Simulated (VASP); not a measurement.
Set up this calculation in VASP 6.6.1, as the native input.

| Quantity | Value |
| --- | --- |
| Task | single point |
| Functional | LDA |
| Potentials or basis | VASP PAW LDA potentials, release 64 (N) |
| Cutoff | 520 eV |
| k mesh | 7 × 7 × 2 |
| Occupations | gaussian, width 0.05 eV |
| Spin | no spin polarisation |
| Dipole correction | no |
| Further INCAR settings | ALGO = Normal; EDIFF = 1e-06; NBANDS = 30 |

The structure of N lies in POSCAR:

```
N
1.0
   -3.5269202438      0.0000000000      0.0000000000
   -1.7634601219     -3.0544025283      0.0000000000
   -0.2939100203      0.5090670880     14.8505029787
N
8
Direct
    0.1931448216      0.4735218451      0.8411310706
    0.2697443762      0.3969222904      0.3815337426
    0.2054234037      0.4612432629      0.7674595776
    0.2820229584      0.3846437083      0.3078622495
    0.6413774869      0.6919558464      0.1517350785
    0.5647779322      0.7685554011      0.6113324066
    0.6536560691      0.6796772642      0.0780635855
    0.5770565144      0.7562768189      0.5376609135
```

This cell differs from its parent crystal: the part above a cut slid along it.

One way to write it, as run:

INCAR

```
SYSTEM = N
PREC = Accurate
ENCUT = 520
EDIFF = 1E-6
ISMEAR = 0
SIGMA = 0.05
LREAL = .False.
LASPH = .True.
NELM = 80
ALGO = Normal
ISIF = 2
LWAVE = .False.
LCHARG = .False.
GGA = CA
NBANDS = 30
```

KPOINTS

```
regular mesh
0
Gamma
  7 7 2
  0 0 0
```

Potentials or basis: VASP PAW LDA potentials, release 64 (N).

Run with:

```console
$ cat potpaw_LDA.64/N/POTCAR > POTCAR
$ mpirun -np 1 vasp_std > vasp.out
```

It gave:

- Pressure: 2.0 GPa
- Largest force: 1.534 eV/Å
- Band gap on the k mesh: 6.57 eV (least direct gap 6.73 eV)

Caveat: the cell differs from its parent crystal (the part above a cut slid along it); the standard files for N, O and F lose accuracy on very short bonds; the stress differs along the axes, from -0 to 6 GPa; forces of over 1 eV/Å act on the atoms, so gaps and moduli don't describe the material at rest.

It took 110 s on 1 thread of Intel(R) Xeon(R) 6975P-C (Granite Rapids), with other jobs on the host, peak memory 0.3 GiB.
